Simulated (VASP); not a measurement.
Re:

```
CELL_PARAMETERS angstrom
2.76080 0.00000 0.00000
-1.38040 2.39092 0.00000
0.00000 0.00000 4.45820
ATOMIC_POSITIONS crystal
Re 0.66667 0.33333 0.75000
Re 0.33333 0.66667 0.25000
```

| Quantity | Value |
| --- | --- |
| Program | VASP 6.6.1 |
| Task | relaxation of cell and atoms |
| Functional | BLYP |
| Dispersion | D4 |
| Potentials or basis | VASP PAW PBE potentials, release 64 (Re_sv_GW) |
| Cutoff | 560 eV |
| k mesh | 11 × 11 × 6 |
| Occupations | fermi-dirac, width 0.05 eV |
| Spin | no spin polarisation |

At the start: pressure 5.4 GPa; volume 14.71 Å³/atom.

Q: Where does the relaxation end?

A: Over 6 steps the energy falls by 3.6 meV/atom and the volume is 14.93 Å³/atom (+1.4 %); space group P6_3/mmc (No. 194, to 0.1 Å) before and after.

Step by step:
| step | energy change (eV) | largest force (eV/Å) | pressure (GPa) | volume (Å³) |
| --- | --- | --- | --- | --- |
| 1 | 0.0000 | 0.0000 | 5.38 | 29.43 |
| 2 | 0.0972 | 0.0000 | -18.31 | 31.58 |
| 3 | -0.0071 | 0.0000 | -0.15 | 29.86 |
| 4 | -0.0071 | 0.0000 | 0.01 | 29.85 |
| 5 | -0.0071 | 0.0000 | 0.00 | 29.85 |
| 6 | -0.0071 | 0.0000 | -0.02 | 29.85 |

Final structure:
```cif
data_structure
_symmetry_space_group_name_H-M 'P 1'
_symmetry_Int_Tables_number 1
_cell_length_a 2.7762
_cell_length_b 2.7762
_cell_length_c 4.4720
_cell_angle_alpha 90.000
_cell_angle_beta 90.000
_cell_angle_gamma 120.000
_cell_volume 29.85
loop_
_atom_site_label
_atom_site_type_symbol
_atom_site_fract_x
_atom_site_fract_y
_atom_site_fract_z
_atom_site_occupancy
Re1 Re 0.66667 0.33333 0.75000 1
Re2 Re 0.33333 0.66667 0.25000 1
```

Caveat: the dispersion term is far too large for a dense solid, which distorts pressure and volume; the PAW data sets were made with another functional, which shifts forces and pressure a little.
